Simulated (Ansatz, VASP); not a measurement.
PbSe: VASP beside Ansatz

```xyz
2
Lattice="3.6988 0.0133 -0.0398 0.0133 3.7886 0.0757 -0.0398 0.0757 3.7075" Properties=species:S:1:pos:R:3 pbc="T T T"
Pb    0.0566    0.0161    0.0015
Se    1.7796    1.9227    1.8702
```

Change from the starting cell: all atoms moved at random, cell strained at random.

Alike in both runs: task single point; functional PBEsol; k mesh 10 × 10 × 10; occupations gaussian, width 0.1 eV; no spin polarisation.

```csv
,VASP,Ansatz
version,VASP 6.6.1,Ansatz 0.2.0
potentials or method,"VASP PAW PBE potentials, release 64 (Pb_d, Se), cutoff 520 eV","scalar-relativistic, plane waves, PAW"
valence electrons in the cell,20,30
```

VASP gave:

```
gap on the k mesh at the Fermi level (eV)                     : none
pressure (GPa)                                                : -0.8
traceless stress, the component that is largest in VASP (GPa) : -1.07
rms of the force components (eV/Å)                            : 0.041
```

Problem. What did Ansatz give for the same quantities?

Solution. gap on the k mesh at the Fermi level (eV): none; pressure (GPa): -0.8; traceless stress, the component that is largest in VASP (GPa): -1.07; rms of the force components (eV/Å): 0.042.

VASP's potentials were made for PBE, not for PBEsol. Atom by atom the forces differ by 0.001 eV/Å (rms over components). A gap of «none» marks a metal or a gap that the smearing closes. VASP's potentials hold 20 valence electrons a cell and Ansatz's 30, so a difference there can come from the potentials and not from the codes.

Neither program's run includes spin-orbit coupling.
